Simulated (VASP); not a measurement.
# Ga4SbAs (P-6m2) in VASP: relaxation of cell and atoms with PBE

Aim: the relaxation of cell and atoms of Ga4SbAs with PBE.

All numbers are computed with VASP 6.6.1; they aren't measurements. Logs are shortened: lines on timing, memory, paths and dates and some standing lists are left out, and cuts for length are marked.

## (1) The cell of the first run

It takes space group P-6m2 (No. 187, hexagonal). Conventional cell: a = 5.301 Å, b = 5.301 Å, c = 5.633 Å, α = 90.00°, β = 90.00°, γ = 120.00°. Within 4.0 Å of Ga (site symmetry -6m2) lie 3 Sb at 3.06 Å and 3 As at 3.06 Å and 6 Ga at 3.20 Å. Ga (site symmetry mm2) has 6 Ga at 2.64 to 3.20 Å and 2 Sb at 3.21 Å within 3.5 Å. Sb (site symmetry -6m2) has 9 Ga at 3.06 to 3.21 Å and 3 As at 3.06 Å within 4.0 Å. As (site symmetry -6m2) has 15 Ga at 3.06 to 3.87 Å and 3 Sb at 3.06 Å within 4.0 Å.

The cell was generated, and may not be a known phase.

## (2) Relaxation of cell and atoms, PBE

Input file INCAR:

```
PREC = Accurate
ENCUT = 600
EDIFF = 1E-7
ISMEAR = 0
SIGMA = 0.1
LREAL = False
LASPH = True
NELM = 100
ALGO = Fast
ISIF = 3
LWAVE = False
LCHARG = False
GGA = PE
IBRION = 2
NSW = 100
EDIFFG = -0.01
```

Input file KPOINTS:

```
Automatic mesh
0
Gamma
  12 12 8
```

Input file POSCAR:

```
Ga4SbAs
1.0
    5.3010547256      0.0000000000      0.0000000000
   -2.6505273628      4.5908480593      0.0000000000
    0.0000000000      0.0000000000      5.6329493106
Ga Sb As
4 1 1
Direct
    0.6666666667      0.3333333333      0.0000000000
    0.5006747327      0.0013494655      0.5000000000
    0.9986505345      0.4993252673      0.5000000000
    0.5006747327      0.4993252673      0.5000000000
    0.3333333333      0.6666666667      0.0000000000
    0.0000000000      0.0000000000      0.0000000000
```

Potentials or basis: VASP PAW PBE potentials, release 64 (Ga_d, Sb, As).

Started as:

```
$ cat potpaw_PBE.64/Ga_d/POTCAR potpaw_PBE.64/Sb/POTCAR potpaw_PBE.64/As/POTCAR > POTCAR
$ mpirun -np 1 vasp_std > vasp.out
```

OUTCAR:

```text
PREC = Accurate
   ENCUT = 600
   EDIFF = 1E-7
   ISMEAR = 0
   LREAL = False
   LASPH = True
   NELM = 100
   ISIF = 3
   GGA = PE
   IBRION = 2
   NSW = 100
   EDIFFG = -0.01

 ion  position               nearest neighbor table
   1  0.667  0.333  0.000-   5 3.06   5 3.06   5 3.06
   2  0.501  0.001  0.500-   3 2.64   4 2.64   4 2.66   3 2.66   5 3.21   5 3.21
   3  0.999  0.499  0.500-   4 2.64   2 2.64   4 2.66   2 2.66   5 3.21   5 3.21
   4  0.501  0.499  0.500-   3 2.64   2 2.64   3 2.66   2 2.66   5 3.21   5 3.21
   5  0.333  0.667  0.000-   6 3.06   1 3.06   1 3.06   6 3.06   6 3.06   1 3.06   3 3.21   3 3.21
                             4 3.21   4 3.21   2 3.21   2 3.21
   6  0.000  0.000  0.000-   5 3.06   5 3.06   5 3.06

  LATTYP: Found a hexagonal cell.
 ALAT       =     5.3010547256
 C/A-ratio  =     1.0626091603

  Lattice vectors:

 A1 = (   5.3010547256,   0.0000000000,   0.0000000000)
 A2 = (  -2.6505273628,   4.5908480593,   0.0000000000)
 A3 = (   0.0000000000,   0.0000000000,   5.6329493106)

Analysis of symmetry for initial positions (statically):
=====================================================================
 Subroutine PRICEL returns:
 Original cell was already a primitive cell.

 Routine SETGRP: Setting up the symmetry group for a
 hexagonal supercell.

 Subroutine GETGRP returns: Found 12 space group operations
 (whereof 12 operations were pure point group operations)
 out of a pool of 24 trial point group operations.

The static configuration has the point symmetry D_3h.

Analysis of symmetry for dynamics (positions and initial velocities):
=====================================================================
 Subroutine PRICEL returns:
 Original cell was already a primitive cell.

 Routine SETGRP: Setting up the symmetry group for a
 hexagonal supercell.

 Subroutine GETGRP returns: Found 12 space group operations
 (whereof 12 operations were pure point group operations)
 out of a pool of 24 trial point group operations.

The dynamic configuration has the point symmetry D_3h.

 Subroutine INISYM returns: Found 12 space group operations
 (whereof 12 operations are pure point group operations),
 and found     1 'primitive' translations

[... 102 lines left out ...]
   EDIFF  = 0.1E-06   stopping-criterion for ELM
   LREAL  =      F    real-space projection
   EDIFFG = -.1E-01   stopping-criterion for IOM
   NSW    =    100    number of steps for IOM
   IBRION =      2    ionic relax: 0-MD 1-quasi-New 2-CG
   NFREE  =      1    steps in history (QN), initial steepest desc. (CG)
   ISIF   =      3    stress and relaxation
   ISYM   =      2    0-nonsym 1-usesym 2-fastsym
   POTIM  = 0.5000    time-step for ionic-motion
   TEBEG  =    0.0;   TEEND  =   0.0 temperature during run
   PSTRESS=    0.0 pullay stress
   NELECT =      62.0000    total number of electrons
   NUPDOWN=      -1.0000    fix difference up-down
   EMIN   =  10.00;   EMAX   =-10.00  energy-range for DOS
   EFERMI =   0.00;   METHOD = LEGACY
   ISMEAR =     0;   SIGMA  =   0.10  broadening in eV -4-tet -1-fermi 0-gaus
   EFERMI_NEDOS =   21; number of points for ismear=-14 and -15
   IALGO  =     68    algorithm
   IMIX   =      4    mixing-type and parameters
     AMIX     =   0.40;   BMIX     =  1.00
     AMIX_MAG =   1.60;   BMIX_MAG =  1.00
  volume/ion in A,a.u.               =      22.85       154.18
  Fermi-wavevector in a.u.,A,eV,Ry     =   1.256633  2.374692 21.485312  1.579126
  Thomas-Fermi vector in A             =   2.390331
   LORBIT       =      0    0 simple, 1 ext, 2 COOP (PROOUT), +10 PAW based schemes
   GGA     = PE    functional components
   LHFCALC =     F    Hartree Fock is set to
   AEXX    =    0.0000 exact exchange contribution
   IVDW    =     0    specifies the selected vdW correction
   LEPSILON=     F    determine dielectric tensor
   LRPA    =     F    only Hartree local field effects (RPA)
 conjugate gradient relaxation of ions
 non-spin polarized calculation
 RMM-DIIS sequential band-by-band and
 Gauss-broadening in eV      SIGMA  =   0.10
  energy-cutoff  :      600.00
  volume of cell :      137.09
 maximum number of plane-waves:      4609
   NGX = 21   NGY = 21   NGZ = 23

--------------------------------------- Ionic step        1  -------------------------------------------

 number of electron      61.9999957 magnetization

 Free energy of the ion-electron system (eV)
  ---------------------------------------------------
  ext. energy  EPLUGINS =         0.00000000
  ---------------------------------------------------
  free energy    TOTEN  =       -18.77250980 eV

  energy without entropy =      -18.75419409  energy(sigma->0) =      -18.76335194

------------------------ aborting loop because EDIFF is reached ----------------------------------------

  FORCE on cell =-STRESS in cart. coord.  units (eV):
  Direction    XX          YY          ZZ          XY          YZ          ZX
  --------------------------------------------------------------------------------------
  -------------------------------------------------------------------------------------
  Total        0.6254127      0.6254127     -0.8889399      0.0000000     -0.0000000      0.0000000
  in kB        7.3094758      7.3094758    -10.3894350      0.0000000     -0.0000000      0.0000000
  external PRESSURE =       1.4098388 kB  Pullay stress =       0.0000000 kB
[... 227 lines left out ...]
--------------------------------------- Ionic step        7  -------------------------------------------

 number of electron      61.9999994 magnetization

 Free energy of the ion-electron system (eV)
  ---------------------------------------------------
  ext. energy  EPLUGINS =         0.00000000
  ---------------------------------------------------
  free energy    TOTEN  =       -18.79235941 eV

  energy without entropy =      -18.77219392  energy(sigma->0) =      -18.78227667

 E-fermi :   5.0920     XC(G=0): -10.1598

 val. band max:        5.0846388877   @ k =   0.0833   0.0833   0.1250
 cond. band min:       5.0935361172   @ k =   0.2500   0.0833   0.3750
 fundamental gap:      0.0088972295
 Fermi energy:         5.0920066805

 k-point     1 :       0.0000    0.0000    0.0000
  band No.  band energies     occupation
      1     -10.1531      2.00000
      2     -10.0321      2.00000
      3     -10.0321      2.00000
      4      -9.9651      2.00000
      5      -9.8777      2.00000
      6      -9.8471      2.00000
[... 949 lines left out ...]
     36       7.8798      0.00000
     37       8.2444      0.00000

 [... further k-points ...]
[... 5 lines left out ...]
  --------------------------------------------------------------------------------------
  -------------------------------------------------------------------------------------
  Total        0.0506771      0.0506771     -0.0078606      0.0000000     -0.0000000      0.0000000
  in kB        0.5957304      0.5957304     -0.0924048      0.0000000     -0.0000000      0.0000000
  external PRESSURE =       0.3663520 kB  Pullay stress =       0.0000000 kB
[... 21 lines left out ...]
  FREE ENERGIE OF THE ION-ELECTRON SYSTEM (eV)
  ---------------------------------------------------
  free  energy   TOTEN  =       -18.7923594114 eV

  energy  without entropy=      -18.7721939243  energy(sigma->0) =      -18.78227667

 reached required accuracy - stopping structural energy minimisation
```

Wall time 51 min (1 thread of Oxide Virtual Turin-like, shared host); peak memory 0.65 GiB.

Results:

```
Free energy                           : -18.7924 eV
Relaxed volume                        : 22.72 Å³/atom
Relaxed cell                          : a = 5.370 Å, b = 5.370 Å, c = 5.457 Å, α = 90.00°, β = 90.00°, γ = 120.00°
Space group after relaxing (to 0.1 Å) : P-6m2 (No. 187)
Energy gained by relaxing             : 3.3 meV/atom
Ionic steps                           : 7
Pressure after relaxing               : 0.0 GPa
Band gap on the k mesh                : zero (bands 31 and 32 overlap by 2.44 eV)
```

Step by step:
```tsv
step	energy change (eV)	largest force (eV/Å)	pressure (GPa)	volume (Å³)
1	0.0000	0.0114	0.14	137.09
2	-0.0100	0.0092	-0.09	137.48
3	-0.0162	0.0513	-0.46	138.13
4	-0.0195	0.0317	-0.02	136.55
5	-0.0196	0.0284	0.06	136.26
6	-0.0196	0.0272	0.09	136.23
7	-0.0198	0.0004	0.04	136.29
```

Final structure:
```yaml
crystal:
  lattice:
    - [5.37008, 0.00000, 0.00000]
    - [-2.68504, 4.65063, 0.00000]
    - [0.00000, 0.00000, 5.45734]
  atoms:
    - { symbol: Ga, position: [0.66667, 0.33333, 0.00000] }
    - { symbol: Ga, position: [0.50117, 0.00235, 0.50000] }
    - { symbol: Ga, position: [0.99765, 0.49883, 0.50000] }
    - { symbol: Ga, position: [0.50117, 0.49883, 0.50000] }
    - { symbol: Sb, position: [0.33333, 0.66667, 0.00000] }
    - { symbol: As, position: [0.00000, 0.00000, 0.00000] }
```

Levels at points of the mesh, in eV from the Fermi level:
```
           k point  band 29  band 30  band 31  band 32  band 33  band 34
(0.00, 0.00, 0.00)    -2.94    -1.29     0.18     0.18     0.28     0.70
(0.50, 0.00, 0.00)    -1.79    -1.58    -0.09     0.40     1.18     1.67
(0.00, 0.00, 0.50)    -2.62    -2.02    -2.02    -0.80    -0.54    -0.54
(0.50, 0.00, 0.50)     0.39     0.48     0.62     1.60     1.71     2.26
```

Caveat: spin-orbit coupling is left out, which moves the levels of the heavy elements.
